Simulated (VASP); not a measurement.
# Mg (R-3m) in VASP: notebook

Runs on Mg. Level: PBEsol. Tasks: electric field gradients.

Everything below comes from runs of VASP 6.6.1. Logs are shortened: lines on timing, memory, paths and dates and some standing lists are left out, and cuts for length are marked.

## 1. The cell of the first run

It takes space group R-3m (No. 166, trigonal). Conventional cell: a = 4.218 Å, b = 4.218 Å, c = 2.506 Å, α = 90.00°, β = 90.00°, γ = 120.00°. Mg (site symmetry -3m) has 14 Mg at 2.51 to 2.95 Å within 3.3 Å.

## 2. Electric field gradients, PBEsol (equal xy, yz and zx shear strains of -2 %)

INCAR

```
PREC     = Accurate       # precision mode
ENCUT    = 520            # plane-wave cutoff, eV
EDIFF    = 1E-8           # SCF threshold, eV
ISMEAR   = -1             # smearing method
SIGMA    = 0.05           # smearing width, eV
LREAL    = False          # projectors in reciprocal space
LASPH    = True           # aspherical terms in the spheres
NELM     = 100            # most SCF steps
ALGO     = Normal         # electronic algorithm
ISIF     = 2              # what is computed and relaxed
LWAVE    = False          # write WAVECAR
LCHARG   = False          # write CHGCAR
GGA      = PS             # functional
LEFG     = True         
NBANDS   = 7              # bands
```

KPOINTS

```
regular mesh
0
Gamma
  16 16 16
```

POSCAR

```
Mg
1.0
   -1.5060300000      1.4765000000      1.4765000000
    1.4765000000     -1.5060300000      1.4765000000
    1.4765000000      1.4765000000     -1.5060300000
Mg
1
Direct
    0.0000000000      0.0000000000      0.0000000000
```

Potentials or basis: VASP PAW PBE potentials, release 64 (Mg).

The run is started by

```sh
$ cat potpaw_PBE.64/Mg/POTCAR > POTCAR
$ mpirun -np 1 vasp_std > vasp.out
```

OUTCAR:

```text
PREC = Accurate
   ENCUT = 520
   EDIFF = 1E-8
   ISMEAR = -1
   LREAL = False
   LASPH = True
   NELM = 100
   ISIF = 2
   GGA = PS

 ion  position               nearest neighbor table
   1  0.000  0.000  0.000-

  LATTYP: Found a trigonal (rhomboedric) cell.
 ALAT       =     2.5745350766
 COS(alpha) =    -0.3420602552

  Lattice vectors:

 A1 = (  -1.5060300000,   1.4765000000,   1.4765000000)
 A2 = (   1.4765000000,  -1.5060300000,   1.4765000000)
 A3 = (   1.4765000000,   1.4765000000,  -1.5060300000)

Analysis of symmetry for initial positions (statically):
=====================================================================
 Subroutine PRICEL returns:
 Original cell was already a primitive cell.

 Routine SETGRP: Setting up the symmetry group for a
 trigonal (rhombohedral) supercell.

 Subroutine GETGRP returns: Found 12 space group operations
 (whereof 12 operations were pure point group operations)
 out of a pool of 12 trial point group operations.

The static configuration has the point symmetry D_3d.

Analysis of symmetry for dynamics (positions and initial velocities):
=====================================================================
 Subroutine PRICEL returns:
 Original cell was already a primitive cell.

 Routine SETGRP: Setting up the symmetry group for a
 trigonal (rhombohedral) supercell.

 Subroutine GETGRP returns: Found 12 space group operations
 (whereof 12 operations were pure point group operations)
 out of a pool of 12 trial point group operations.

The dynamic configuration has the point symmetry D_3d.

 Subroutine INISYM returns: Found 12 space group operations
 (whereof 12 operations are pure point group operations),
 and found     1 'primitive' translations

----------------------------------------------------------------------------------------

                                     Primitive cell

  volume of cell :      12.8715

  direct lattice vectors                    reciprocal lattice vectors
    -1.506030000  1.476500000  1.476500000     0.006842568  0.342128382  0.342128382
     1.476500000 -1.506030000  1.476500000     0.342128382  0.006842568  0.342128382
[... 116 lines left out ...]
  volume of cell :       12.87
 maximum number of plane-waves:       370
   NGX =  9   NGY =  9   NGZ =  9

 number of electron       2.0000000 magnetization

 Free energy of the ion-electron system (eV)
  ---------------------------------------------------
  ext. energy  EPLUGINS =         0.00000000
  ---------------------------------------------------
  free energy    TOTEN  =        -0.52958271 eV

  energy without entropy =       -0.52752714  energy(sigma->0) =       -0.52855493

 E-fermi :   6.4888     XC(G=0): -10.5775

 val. band max:        6.4595892988   @ k =   0.4375   0.3750   0.0625
 cond. band min:       6.5277553370   @ k =   0.3125   0.3125   0.0625
 fundamental gap:      0.0681660382
 Fermi energy:         6.4887831667

 k-point     1 :       0.0000    0.0000    0.0000
  band No.  band energies     occupation
      1      -3.3347      2.00000
      2      23.6372      0.00000
      3      23.9153      0.00000
      4      23.9153      0.00000
      5      26.8456      0.00000
      6      26.8456      0.00000
      7      27.8971      0.00000
[... 221 lines left out ...]
 k-point    24 :      -0.0625    0.0625    0.0000
  band No.  band energies     occupation
      1      -3.2011      2.00000
      2      22.2962      0.00000
      3      23.0321      0.00000
      4      23.7307      0.00000
      5      26.0642      0.00000
      6      26.1010      0.00000
      7      29.1630      0.00000

 [... further k-points ...]

------------------------ aborting loop because EDIFF is reached ----------------------------------------

  FORCE on cell =-STRESS in cart. coord.  units (eV):
  Direction    XX          YY          ZZ          XY          YZ          ZX
  --------------------------------------------------------------------------------------
  -------------------------------------------------------------------------------------
  Total        4.9451443      4.9451443      4.9451443      0.2079193      0.2079193      0.2079193
  in kB      615.5458188    615.5458188    615.5458188     25.8807120     25.8807120     25.8807120
  external PRESSURE =     615.5458188 kB  Pullay stress =       0.0000000 kB

 VOLUME and BASIS-vectors are now :
 -----------------------------------------------------------------------------
  energy-cutoff  :      520.00
  volume of cell :       12.87
      direct lattice vectors                 reciprocal lattice vectors
    -1.506030000  1.476500000  1.476500000     0.006842568  0.342128382  0.342128382
     1.476500000 -1.506030000  1.476500000     0.342128382  0.006842568  0.342128382
     1.476500000  1.476500000 -1.506030000     0.342128382  0.342128382  0.006842568

 POSITION                                       TOTAL-FORCE (eV/Angst)
 -----------------------------------------------------------------------------------
      0.00000      0.00000      0.00000        -0.000000      0.000000      0.000000
 -----------------------------------------------------------------------------------
    total drift:                                0.000000     -0.000000     -0.000000

  FREE ENERGIE OF THE ION-ELECTRON SYSTEM (eV)
  ---------------------------------------------------
  free  energy   TOTEN  =        -0.5295827143 eV

  energy  without entropy=       -0.5275271414  energy(sigma->0) =       -0.52855493

 Electric field gradients (V/A^2)
---------------------------------------------------------------------
 ion       V_xx      V_yy      V_zz      V_xy      V_xz      V_yz
---------------------------------------------------------------------
   1      -0.000    -0.000    -0.000    -0.474    -0.474    -0.474
---------------------------------------------------------------------

 Electric field gradients after diagonalization (V/A^2)
 (convention: |V_zz| > |V_xx| > |V_yy|)
----------------------------------------------------------------------
 ion       V_xx      V_yy      V_zz     asymmetry (V_yy - V_xx)/ V_zz
----------------------------------------------------------------------
   1       0.474     0.474    -0.949       0.000
----------------------------------------------------------------------

           NMR quadrupolar parameters

 Cq : quadrupolar parameter    Cq=e*Q*V_zz/h
 eta: asymmetry parameters     (V_yy - V_xx)/ V_zz
 Q  : nuclear electric quadrupole moment in mb (millibarn)
----------------------------------------------------------------------
 ion       Cq(MHz)       eta       Q (mb)
----------------------------------------------------------------------
   1      -0.002       0.000       1.000
----------------------------------------------------------------------
```

OSZICAR:

```text
N       E                     dE             d eps       ncg     rms          rms(c)
DAV:   1     0.445252520703E+00    0.44525E+00   -0.97768E+02  6629   0.210E+02
DAV:   2    -0.568904821203E+00   -0.10142E+01   -0.95518E+00  8155   0.149E+01
DAV:   3    -0.571521149784E+00   -0.26163E-02   -0.26159E-02  6993   0.865E-01
DAV:   4    -0.571524147556E+00   -0.29978E-05   -0.29978E-05  8288   0.207E-02
DAV:   5    -0.571524157217E+00   -0.96604E-08   -0.93077E-08  7161   0.714E-04    0.767E-01
DAV:   6    -0.545948840086E+00    0.25575E-01   -0.25376E-04  6881   0.117E-01    0.487E-01
DAV:   7    -0.529732679490E+00    0.16216E-01   -0.71798E-04  6489   0.199E-01    0.192E-02
DAV:   8    -0.529594034084E+00    0.13865E-03   -0.20186E-05  7518   0.292E-02    0.569E-03
DAV:   9    -0.529582614977E+00    0.11419E-04   -0.40801E-06  6783   0.123E-02    0.700E-04
DAV:  10    -0.529582689959E+00   -0.74982E-07   -0.78768E-08  6867   0.176E-03    0.113E-04
DAV:  11    -0.529582718731E+00   -0.28772E-07   -0.37089E-10  5285   0.133E-04    0.930E-06
DAV:  12    -0.529582714326E+00    0.44052E-08   -0.19112E-11  3227   0.192E-05
   1 F= -.52958271E+00 E0= -.52855493E+00  d E =-.205557E-02
```

It took 24 s on 1 thread of AMD EPYC 7R43 (Zen 3), shared host; peak memory 0.12 GiB.

What came out:

```
Free energy                             : -0.5296 eV
Pressure                                : 61.6 GPa
Band gap on the k mesh                  : zero (bands 1 and 2 overlap by 4.99 eV)
Largest electric field gradient by atom : Mg -0.9 V/Å²
```

Levels at points of the mesh, in eV from the Fermi level:
| k point | band 1 | band 2 | band 3 | band 4 | band 5 | band 6 |
| --- | --- | --- | --- | --- | --- | --- |
| (0.00, 0.00, 0.00) | -9.82 | 17.15 | 17.43 | 17.43 | 20.36 | 20.36 |
| (0.50, 0.00, 0.00) | -2.16 | -0.76 | 10.77 | 14.52 | 14.90 | 17.25 |
| (0.50, 0.50, 0.00) | -2.46 | -1.07 | 10.90 | 14.32 | 15.80 | 17.77 |
| (0.50, 0.50, 0.50) | 3.92 | 3.92 | 6.10 | 6.22 | 6.22 | 15.68 |

Electric field gradients, principal values (V/Å²):
| atom | least | middle | greatest (by size) |
| --- | --- | --- | --- |
| 1 Mg | 0.474 | 0.474 | -0.949 |

Caveat: the cell differs from its parent crystal (equal xy, yz and zx shear strains of -2 %); the cell stands under pressure; without QUAD_EFG the Cq values of the log hold for a quadrupole moment of 1 mb, not for the nuclei; the PAW data sets were made with another functional, which shifts forces and pressure a little.

## 3. Electric field gradients, PBEsol (equal xy, yz and zx shear strains of +1 %)

INCAR

```
ALGO     = Normal         # electronic algorithm
EDIFF    = 1E-8           # SCF threshold, eV
ENCUT    = 520            # plane-wave cutoff, eV
GGA      = PS             # functional
ISIF     = 2              # what is computed and relaxed
ISMEAR   = -1             # smearing method
LASPH    = T              # aspherical terms in the spheres
LCHARG   = F              # write CHGCAR
LEFG     = T            
LREAL    = F              # projectors in reciprocal space
LWAVE    = F              # write WAVECAR
NBANDS   = 7              # bands
NELM     = 60             # most SCF steps
PREC     = Accurate       # precision mode
SIGMA    = 0.05           # smearing width, eV
```

KPOINTS

```
k-points
0
Gamma
  16 16 16
```

POSCAR

```
Mg
1.0
   -1.4617350000      1.4765000000      1.4765000000
    1.4765000000     -1.4617350000      1.4765000000
    1.4765000000      1.4765000000     -1.4617350000
Mg
1
Direct
    0.0000000000      0.0000000000      0.0000000000
```

Potentials or basis: VASP PAW PBE potentials, release 64 (Mg).

The run is started by

```sh
$ cat potpaw_PBE.64/Mg/POTCAR > POTCAR
$ mpirun -np 1 vasp_std > vasp.out
```

OUTCAR:

```text
EDIFF = 1E-8
   ENCUT = 520
   GGA = PS
   ISIF = 2
   ISMEAR = -1
   LASPH = T
   LREAL = F
   NELM = 60
   PREC = Accurate

 ion  position               nearest neighbor table
   1  0.000  0.000  0.000-

  LATTYP: Found a trigonal (rhomboedric) cell.
 ALAT       =     2.5488769508
 COS(alpha) =    -0.3288480252

  Lattice vectors:

 A1 = (  -1.4617350000,   1.4765000000,   1.4765000000)
[... 445 lines left out ...]
 -----------------------------------------------------------------------------------
    total drift:                               -0.000000     -0.000000     -0.000000

  FREE ENERGIE OF THE ION-ELECTRON SYSTEM (eV)
  ---------------------------------------------------
  free  energy   TOTEN  =        -0.5352692374 eV

  energy  without entropy=       -0.5329031843  energy(sigma->0) =       -0.53408621

 Electric field gradients (V/A^2)
---------------------------------------------------------------------
 ion       V_xx      V_yy      V_zz      V_xy      V_xz      V_yz
---------------------------------------------------------------------
   1       0.000    -0.000     0.000     0.238     0.238     0.238
---------------------------------------------------------------------

 Electric field gradients after diagonalization (V/A^2)
 (convention: |V_zz| > |V_xx| > |V_yy|)
----------------------------------------------------------------------
 ion       V_xx      V_yy      V_zz     asymmetry (V_yy - V_xx)/ V_zz
----------------------------------------------------------------------
   1      -0.238    -0.238     0.477       0.000
----------------------------------------------------------------------

           NMR quadrupolar parameters

 Cq : quadrupolar parameter    Cq=e*Q*V_zz/h
 eta: asymmetry parameters     (V_yy - V_xx)/ V_zz
 Q  : nuclear electric quadrupole moment in mb (millibarn)
----------------------------------------------------------------------
 ion       Cq(MHz)       eta       Q (mb)
----------------------------------------------------------------------
   1       0.001       0.000       1.000
----------------------------------------------------------------------
```

Run time: 24 s. Hardware: 1 thread of AMD EPYC 7R43 (Zen 3), shared host; peak memory 0.12 GiB.

Results:

```yaml
Free_energy: -0.5353 eV
Pressure: 61.5 GPa
Band_gap_on_the_k_mesh: zero (bands 1 and 2 overlap by 4.91 eV)
Largest_electric_field_gradient_by_atom: Mg +0.5 V/Å²
```

Electric field gradients, principal values (V/Å²):
```csv
atom,least,middle,greatest (by size)
1 Mg,-0.238,-0.238,0.477
```

Caveat: the cell differs from its parent crystal (equal xy, yz and zx shear strains of +1 %); the cell stands under pressure; without QUAD_EFG the Cq values of the log hold for a quadrupole moment of 1 mb, not for the nuclei; the PAW data sets were made with another functional, which shifts forces and pressure a little.

The gap in the log of VASP goes by the Fermi energy; the results here count the filled bands.